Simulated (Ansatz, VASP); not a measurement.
**TaN: VASP beside Ansatz**

```
CELL_PARAMETERS angstrom
5.19600 0.00000 0.00000
-2.59800 4.49987 0.00000
0.00000 0.00000 2.91100
ATOMIC_POSITIONS crystal
Ta 0.33333 0.66667 0.50000
Ta 0.66667 0.33333 0.50000
Ta 0.00000 0.00000 0.00000
N 0.39285 0.00000 0.00000
N 0.60715 0.60715 0.00000
N 0.00000 0.39285 0.00000
```

Alike in both runs: task single point; functional PBEsol; k mesh 4 × 4 × 6; occupations gaussian, width 0.05 eV; collinear spin; Hubbard terms Ta d U = 5.0 eV.

|  | VASP | Ansatz |
| --- | --- | --- |
| version | VASP 6.6.1 | Ansatz 0.2.0 |
| potentials or method | VASP PAW PBE potentials, release 64 (Ta_pv, N), cutoff 520 eV | scalar-relativistic, plane waves, PAW |
| valence electrons in the cell | 48 | 54 |

Ansatz gave:

```
gap on the k mesh at the Fermi level (eV)                     : none
pressure (GPa)                                                : 1.1
traceless stress, the component that is largest in VASP (GPa) : 0.19
rms of the force components (eV/Å)                            : 0.005
net moment per atom (μB)                                      : 0.00
```

**Question.** Which values does VASP return?

**Answer.** gap on the k mesh at the Fermi level (eV): none; pressure (GPa): 12.7; traceless stress, the component that is largest in VASP (GPa): 1.57; rms of the force components (eV/Å): 0.139; net moment per atom (μB): 0.00.

VASP's potentials were made for PBE, not for PBEsol. The programs project onto different local orbitals, so the same U acts differently, and such runs can settle in different states. Atom by atom the forces differ by 0.143 eV/Å (rms over components). A gap of «none» marks a metal or a gap that the smearing closes. VASP's potentials hold 48 valence electrons a cell and Ansatz's 54, so a difference there can come from the potentials and not from the codes. Ansatz's warnings: filled band counts differ across k points, seeded moment not kept.

Neither program's run includes spin-orbit coupling.
